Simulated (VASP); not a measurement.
# GdO (F-43m) in VASP: notebook, part 2 of 2

VASP 6.6.1. Earlier steps stand in the parts before.

**3. Single point, PBEsol+U, collinear spin, ferromagnetic start (18.16 Å³/atom)**

This run uses another cell than the first one, of 18.16 Å³/atom.

File INCAR:

```
SYSTEM = GdO
ALGO = Normal ; EDIFF = 1E-6
ENCUT = 520 ; GGA = PS
ISIF = 2 ; ISMEAR = 0
ISPIN = 2 ; LASPH = .True.
LCHARG = .False. ; LDAU = .True.
LDAUJ = 0 0 ; LDAUL = 3 -1
LDAUPRINT = 1 ; LDAUTYPE = 2
LDAUU = 6 0 ; LMAXMIX = 6
LORBIT = 11 ; LREAL = .False.
LWAVE = .False. ; MAGMOM = 7.69 0.01
NBANDS = 23 ; NELM = 150
PREC = Accurate ; SIGMA = 0.05
```

File KPOINTS:

```
k-points
0
Gamma
  8 8 8
  0 0 0
```

File POSCAR:

```
GdO
1.0
    0.0000000000      2.6287183009      2.6287183009
    2.6287183009      0.0000000000      2.6287183009
    2.6287183009      2.6287183009      0.0000000000
Gd O
1 1
Direct
    0.0000000000      0.0000000000      0.0000000000
    0.2500000000      0.2500000000      0.2500000000
```

Potentials or basis: VASP PAW PBE potentials, release 64 (Gd, O).

Started as:

```sh
cat potpaw_PBE.64/Gd/POTCAR potpaw_PBE.64/O/POTCAR > POTCAR
mpirun -np 1 vasp_std > vasp.out
```

OUTCAR:

```text
SYSTEM = GdO
   EDIFF = 1E-6
   ENCUT = 520
   GGA = PS
   ISIF = 2
   ISMEAR = 0
   ISPIN = 2
   LASPH = .True.
   LORBIT = 11
   LREAL = .False.
   NELM = 150
   PREC = Accurate

 ion  position               nearest neighbor table
   1  0.000  0.000  0.000-   2 2.28   2 2.28   2 2.28   2 2.28
   2  0.250  0.250  0.250-   1 2.28   1 2.28   1 2.28   1 2.28

  LATTYP: Found a face centered cubic cell.
 ALAT       =     5.2574366018

  Lattice vectors:

 A1 = (   0.0000000000,   2.6287183009,   2.6287183009)
 A2 = (   2.6287183009,   0.0000000000,   2.6287183009)
 A3 = (   2.6287183009,   2.6287183009,   0.0000000000)

Analysis of symmetry for initial positions (statically):
=====================================================================
 Subroutine PRICEL returns:
 Original cell was already a primitive cell.

 Routine SETGRP: Setting up the symmetry group for a
 face centered cubic supercell.

 Subroutine GETGRP returns: Found 24 space group operations
 (whereof 24 operations were pure point group operations)
 out of a pool of 48 trial point group operations.

The static configuration has the point symmetry T_d .

Analysis of symmetry for dynamics (positions and initial velocities):
=====================================================================
 Subroutine PRICEL returns:
 Original cell was already a primitive cell.

 Routine SETGRP: Setting up the symmetry group for a
 face centered cubic supercell.

 Subroutine GETGRP returns: Found 24 space group operations
 (whereof 24 operations were pure point group operations)
 out of a pool of 48 trial point group operations.

The dynamic configuration has the point symmetry T_d .

Analysis of structural, dynamic, and magnetic symmetry:
[... 192 lines left out ...]
  o =  0.9998  v =  0.0000 -1.0000  0.0000 -0.0000 -0.0000  0.0000  0.0000  0.0000  0.0000  0.0000  0.0000  0.0000  0.0000  0.0000      0.0000  0.0000  0.0000  0.0000  0.0000  0.0000  0.0000  0.0000  0.0000  0.0000  0.0000  0.0000  0.0000  0.0000

 number of electron      24.0000011 magnetization       7.9413581

 Free energy of the ion-electron system (eV)
  ---------------------------------------------------
  ext. energy  EPLUGINS =         0.00000000
  ---------------------------------------------------
  free energy    TOTEN  =       -22.30919265 eV

  energy without entropy =      -22.30822286  energy(sigma->0) =      -22.30870775

 E-fermi :   4.5495     XC(G=0): -10.6675

 val. band max:        4.5332277527   @ k =   0.3750   0.1250   0.0000
 cond. band min:       4.5514313232   @ k =   0.3750   0.0000   0.0000
 fundamental gap:      0.0182035706
 Fermi energy:         4.5494613734

 spin component 1

 k-point     1 :       0.0000    0.0000    0.0000
  band No.  band energies     occupation
      1     -41.2299      1.00000
      2     -18.4185      1.00000
      3     -18.4185      1.00000
      4     -18.4185      1.00000
      5     -15.2458      1.00000
      6      -3.7945      1.00000
[... 1241 lines left out ...]
     22      14.3145      0.00000
     23      17.9914      0.00000

 [... further k-points ...]

------------------------ aborting loop because EDIFF is reached ----------------------------------------

  FORCE on cell =-STRESS in cart. coord.  units (eV):
  Direction    XX          YY          ZZ          XY          YZ          ZX
  --------------------------------------------------------------------------------------
  -------------------------------------------------------------------------------------
  Total        1.1326856      1.1326856      1.1326856      0.0000000      0.0000000     -0.0000000
  in kB       49.9525690     49.9525690     49.9525690      0.0000000      0.0000000     -0.0000000
  external PRESSURE =      49.9525690 kB  Pullay stress =       0.0000000 kB

 VOLUME and BASIS-vectors are now :
 -----------------------------------------------------------------------------
  energy-cutoff  :      520.00
  volume of cell :       36.33
      direct lattice vectors                 reciprocal lattice vectors
     0.000000000  2.628718301  2.628718301    -0.190206763  0.190206763  0.190206763
     2.628718301  0.000000000  2.628718301     0.190206763 -0.190206763  0.190206763
     2.628718301  2.628718301  0.000000000     0.190206763  0.190206763 -0.190206763

 POSITION                                       TOTAL-FORCE (eV/Angst)
 -----------------------------------------------------------------------------------
      0.00000      0.00000      0.00000        -0.000000      0.000000      0.000000
      1.31436      1.31436      1.31436         0.000000     -0.000000     -0.000000
 -----------------------------------------------------------------------------------
    total drift:                               -0.000000     -0.000000     -0.000000

  FREE ENERGIE OF THE ION-ELECTRON SYSTEM (eV)
  ---------------------------------------------------
  free  energy   TOTEN  =       -22.3091926474 eV

  energy  without entropy=      -22.3082228574  energy(sigma->0) =      -22.30870775

 total charge

# of ion       s       p       d       f       tot
--------------------------------------------------
    1        2.037   5.634   0.564   6.979  15.213
    2        1.567   3.450   0.000   0.000   5.017
--------------------------------------------------
tot          3.603   9.084   0.564   6.979  20.230

 magnetization (x)

# of ion       s       p       d       f       tot
--------------------------------------------------
    1        0.008  -0.042   0.218   6.909   7.093
    2        0.004  -0.008   0.000   0.000  -0.003
--------------------------------------------------
tot          0.012  -0.050   0.218   6.909   7.089
```

Wall time 43 s (1 thread of AMD EPYC 9R45 (Zen 5), shared host); peak memory 0.17 GiB.

Results:

```
Free energy                                           : -22.3092 eV
Pressure                                              : 5.0 GPa
Net moment                                            : 7.94 μB per cell
Site moments                                          : Gd +7.09; O -0.00 μB
Valence electrons inside the program's atomic spheres : Gd 15.21; O 5.02
```

Levels at points of the mesh, in eV from the Fermi level:
Spin up:
```csv
k point,band 13,band 14,band 15,band 16,band 17,band 18,band 19,band 20
"(0.00, 0.00, 0.00)",-6.08,-6.08,-6.08,-2.51,2.44,2.44,4.62,4.62
"(0.50, 0.00, 0.00)",-5.69,-5.62,-5.62,0.02,2.33,2.33,2.86,4.73
"(0.50, 0.50, 0.00)",-6.68,-4.74,-4.74,-1.12,0.81,4.22,4.74,4.74
```
Spin down:
```tsv
k point	band 4	band 5	band 6	band 7	band 8	band 9	band 10	band 11	band 12	band 13
(0.00, 0.00, 0.00)	-20.56	-19.64	-5.96	-5.96	-5.96	-1.11	2.84	2.84	2.84	3.19
(0.50, 0.00, 0.00)	-20.69	-18.08	-5.49	-5.49	-5.31	1.36	2.43	2.69	2.69	3.10
(0.50, 0.50, 0.00)	-20.89	-17.65	-6.51	-4.63	-4.63	0.86	1.32	2.91	2.99	2.99
```

Eigenvalues of the final occupation matrices:
| site | spin | trace | eigenvalues |
| --- | --- | --- | --- |
| site 1 f | 1 | 6.95 | 0.99 0.99 0.99 0.99 0.99 0.99 1.00 |
| site 1 f | 2 | 0.04 | 0.00 0.00 0.00 0.00 0.00 0.00 0.01 |

Caveat: the cell stands under pressure; the PAW data sets were made with another functional, which shifts forces and pressure a little; spin-orbit coupling is left out, which moves the levels of the heavy elements; a cell with one magnetic atom can't hold antiferromagnetic order, which such compounds often take. The state reached can hang on the start; a lower one may exist.

**4. Single point, BLYP+D3(BJ)+U, collinear spin, ferromagnetic start (18.50 Å³/atom)**

This run uses another cell than the first one, of 18.50 Å³/atom.

File INCAR:

```
  PREC = Accurate
  ENCUT = 520
  EDIFF = 1E-6
  ISMEAR = 0
  SIGMA = 0.05
  LREAL = False
  LASPH = True
  NELM = 150
  ALGO = Normal
  ISIF = 2
  LWAVE = False
  LCHARG = False
  ISPIN = 2
  MAGMOM = 7.69 0.04
  LORBIT = 11
  LMAXMIX = 6
  LDAU = True
  LDAUTYPE = 2
  LDAUL = 3 -1
  LDAUU = 6 0
  LDAUJ = 0 0
  LDAUPRINT = 1
  GGA = B5
  ALDAX = 1.0
  AGGAX = 1.0
  AGGAC = 1.0
  ALDAC = 0.0
  IVDW = 12
  VDW_S6 = 1.0
  VDW_S8 = 2.6996
  VDW_A1 = 0.4298
  VDW_A2 = 4.2359
  NBANDS = 23
```

File KPOINTS:

```
Automatic mesh
0
Gamma
  8 8 8
```

File POSCAR:

```
GdO
1.0
    0.0000000000      2.6446365285      2.6446365285
    2.6446365285      0.0000000000      2.6446365285
    2.6446365285      2.6446365285      0.0000000000
Gd O
1 1
Direct
    0.0000000000      0.0000000000      0.0000000000
    0.2500000000      0.2500000000      0.2500000000
```

Started as:

```sh
cat potpaw_PBE.64/Gd/POTCAR potpaw_PBE.64/O/POTCAR > POTCAR
mpirun -np 1 vasp_std > vasp.out
```

Wall time 53 s (1 thread of AMD EPYC 9R45 (Zen 5), shared host); peak memory 0.18 GiB.

The run converged. Its results:

```
Free energy                                           : -21.7958 eV
Pressure                                              : 4.9 GPa
Net moment                                            : 7.90 μB per cell
Site moments                                          : Gd +7.08; O +0.02 μB
Valence electrons inside the program's atomic spheres : Gd 15.22; O 5.04
Dispersion energy per atom                            : -0.689 eV
```

Levels at points of the mesh, in eV from the Fermi level:
Spin up:
```csv
k point,band 14,band 15,band 16,band 17,band 18,band 19
"(0.00, 0.00, 0.00)",-6.09,-6.09,-2.25,2.39,2.39,4.48
"(0.50, 0.00, 0.00)",-5.65,-5.65,-0.02,2.32,2.32,3.33
"(0.50, 0.50, 0.00)",-4.83,-4.83,-1.06,0.93,4.05,4.60
```
Spin down:
| k point | band 6 | band 7 | band 8 | band 9 | band 10 | band 11 |
| --- | --- | --- | --- | --- | --- | --- |
| (0.00, 0.00, 0.00) | -6.01 | -6.01 | -6.01 | -1.24 | 2.52 | 2.52 |
| (0.50, 0.00, 0.00) | -5.56 | -5.56 | -5.40 | 1.09 | 2.23 | 2.40 |
| (0.50, 0.50, 0.00) | -6.54 | -4.73 | -4.73 | 0.61 | 1.18 | 2.61 |

Eigenvalues of the final occupation matrices:
```tsv
site	spin	trace	eigenvalues
site 1 f	1	6.95	0.99 0.99 0.99 0.99 0.99 0.99 1.00
site 1 f	2	0.04	0.00 0.00 0.00 0.00 0.00 0.00 0.01
```

Caveat: the cell stands under pressure; the PAW data sets were made with another functional, which shifts forces and pressure a little; spin-orbit coupling is left out, which moves the levels of the heavy elements; a cell with one magnetic atom can't hold antiferromagnetic order, which such compounds often take. The state reached can hang on the start; a lower one may exist.

**5. Single point, PBEsol+U, collinear spin, ferromagnetic start (18.54 Å³/atom)**

This run uses another cell than the first one, of 18.54 Å³/atom.

File INCAR:

```
PREC     = Accurate       # precision mode
ENCUT    = 520            # plane-wave cutoff, eV
EDIFF    = 1E-7           # SCF threshold, eV
ISMEAR   = 0              # smearing method
SIGMA    = 0.05           # smearing width, eV
LREAL    = False          # projectors in reciprocal space
LASPH    = True           # aspherical terms in the spheres
NELM     = 150            # most SCF steps
ALGO     = Normal         # electronic algorithm
ISIF     = 2              # what is computed and relaxed
LWAVE    = False          # write WAVECAR
LCHARG   = False          # write CHGCAR
ISPIN    = 2              # spin polarisation
MAGMOM   = 7.7 0.01       # initial moments
LORBIT   = 11             # projections on sites
LMAXMIX  = 6              # l up to which the mixer works
LDAU     = True           # DFT+U
LDAUTYPE = 2            
LDAUL    = 3 -1           # shell
LDAUU    = 6 0            # U, eV
LDAUJ    = 0 0          
LDAUPRINT= 1            
GGA      = PS             # functional
NBANDS   = 23             # bands
```

KPOINTS is that of step 4.

File POSCAR:

```
GdO
1.0
    0.0000000000      2.6468479655      2.6468479655
    2.6468479655      0.0000000000      2.6468479655
    2.6468479655      2.6468479655      0.0000000000
Gd O
1 1
Direct
    0.0000000000      0.0000000000      0.0000000000
    0.2500000000      0.2500000000      0.2500000000
```

Started as:

```sh
cat potpaw_PBE.64/Gd/POTCAR potpaw_PBE.64/O/POTCAR > POTCAR
mpirun -np 1 vasp_std > vasp.out
```

Run time: 48 s. Hardware: 1 thread of AMD EPYC 9R45 (Zen 5), shared host; peak memory 0.18 GiB.

The run converged. Its results:

* Free energy: -22.3274 eV
* Pressure: 2.4 GPa
* Net moment: 7.94 μB per cell
* Site moments: Gd +7.09; O -0.00 μB
* Valence electrons inside the program's atomic spheres: Gd 15.19; O 5.01

Levels at points of the mesh, in eV from the Fermi level:
Spin up:
| k point | band 13 | band 14 | band 15 | band 16 | band 17 | band 18 | band 19 | band 20 |
| --- | --- | --- | --- | --- | --- | --- | --- | --- |
| (0.00, 0.00, 0.00) | -5.97 | -5.97 | -5.97 | -2.50 | 2.42 | 2.42 | 4.54 | 4.54 |
| (0.50, 0.00, 0.00) | -5.63 | -5.52 | -5.52 | 0.03 | 2.31 | 2.31 | 2.83 | 4.64 |
| (0.50, 0.50, 0.00) | -6.58 | -4.68 | -4.68 | -1.10 | 0.82 | 4.14 | 4.65 | 4.65 |
Spin down:
| k point | band 4 | band 5 | band 6 | band 7 | band 8 | band 9 | band 10 | band 11 | band 12 | band 13 |
| --- | --- | --- | --- | --- | --- | --- | --- | --- | --- | --- |
| (0.00, 0.00, 0.00) | -20.59 | -19.53 | -5.84 | -5.84 | -5.84 | -1.10 | 2.81 | 2.81 | 2.81 | 3.15 |
| (0.50, 0.00, 0.00) | -20.71 | -18.07 | -5.39 | -5.39 | -5.25 | 1.36 | 2.42 | 2.67 | 2.67 | 3.06 |
| (0.50, 0.50, 0.00) | -20.90 | -17.67 | -6.39 | -4.56 | -4.56 | 0.87 | 1.34 | 2.88 | 2.95 | 2.95 |

Eigenvalues of the final occupation matrices:
| site | spin | trace | eigenvalues |
| --- | --- | --- | --- |
| site 1 f | 1 | 6.95 | 0.99 0.99 0.99 0.99 0.99 0.99 1.00 |
| site 1 f | 2 | 0.03 | 0.00 0.00 0.00 0.00 0.00 0.00 0.01 |

Caveat: the PAW data sets were made with another functional, which shifts forces and pressure a little; spin-orbit coupling is left out, which moves the levels of the heavy elements; a cell with one magnetic atom can't hold antiferromagnetic order, which such compounds often take.

**6. Overview**

| level | cell | k mesh | gap on the mesh (eV) | pressure (GPa) | moment (μB) |
| --- | --- | --- | --- | --- | --- |
| PBE+U | a = 3.818 Å, angles 60.0°, 2 atoms | 5 × 5 × 5 | none | -0.2 | 7.96 |
| PBEsol+U | a = 3.718 Å, angles 60.0°, 2 atoms | 8 × 8 × 8 | none | 5.0 | 7.94 |
| BLYP+D3(BJ)+U | a = 3.740 Å, angles 60.0°, 2 atoms | 8 × 8 × 8 | none | 4.9 | 7.90 |
| PBEsol+U | a = 3.743 Å, angles 60.0°, 2 atoms | 8 × 8 × 8 | none | 2.4 | 7.94 |

Alike in all rows: task single point; potentials or basis VASP PAW PBE potentials, release 64 (Gd, O); spin collinear, ferromagnetic start; Gd f U = 6.0 eV; cutoff (eV) 520; smearing gaussian 0.05 eV.

Caveats: some runs use coarse meshes; spin-orbit coupling is left out, which moves the levels of the heavy elements; a cell with one magnetic atom can't hold antiferromagnetic order, which such compounds often take; the PAW data sets were made with another functional, which shifts forces and pressure a little (at least some runs); the cell stands under pressure (at least some runs).

Absolute energies hang on the potentials; compare differences alone.
